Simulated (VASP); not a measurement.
Input of a VASP 6.6.1 run:

INCAR

```
SYSTEM = MgO
PREC     = Accurate       ! precision mode
ENCUT    = 840            ! plane-wave cutoff, eV
EDIFF    = 1E-6           ! SCF threshold, eV
ISMEAR   = 0              ! smearing method
SIGMA    = 0.05           ! smearing width, eV
LREAL    = .FALSE.        ! projectors in reciprocal space
LASPH    = .TRUE.         ! aspherical terms in the spheres
NELM     = 120            ! most SCF steps
ALGO     = Normal         ! electronic algorithm
ISIF     = 2              ! what is computed and relaxed
LWAVE    = .FALSE.        ! write WAVECAR
LCHARG   = .FALSE.        ! write CHGCAR
NBANDS   = 42             ! bands
GGA_COMPAT= .FALSE.
```

KPOINTS

```
Automatic mesh
0
G
  6 6 6
  0 0 0
```

Contents of POSCAR:

```
MgO
1.0
    4.1607146133      0.0000000000      0.0000000000
    0.0000000000     -4.1607146133      0.0000000000
    0.0000000000      0.0000000000     -4.1607146133
Mg O
4 4
Direct
   -0.0176746333      1.0176746333      1.1249785309
    0.5000000000      0.5000000000      1.0000000000
    0.5000000000      1.0000000000      0.5000000000
    0.0000000000      0.5000000000      0.5000000000
    0.5000000000      0.0000000000      0.0000000000
    0.0000000000      0.5000000000      0.0000000000
    0.0000000000      0.0000000000      0.5000000000
    0.5000000000      0.5000000000      0.5000000000
```

Potentials or basis: VASP PAW LDA potentials, release 64 (Mg_sv, O).

The run is started by

```bash
$ cat potpaw_LDA.64/Mg_sv/POTCAR potpaw_LDA.64/O/POTCAR > POTCAR
$ mpirun -np 1 vasp_std > vasp.out
```

(1) Predict the pressure.

(2) What does it give for the largest force?

(3) What does it give for the band gap on the k mesh?

## Answers

(1) 13.0 GPa.

(2) 13.389 eV/Å.

(3) 4.92 eV.

Caveat: the cell differs from its parent crystal (atom 1 (Mg) moved by -0.104 Å along [1 1 0] and -0.520 Å along [0 0 1]); the stress differs along the axes, from 2 to 35 GPa; forces of over 1 eV/Å act on the atoms, so gaps and moduli don't describe the material at rest.
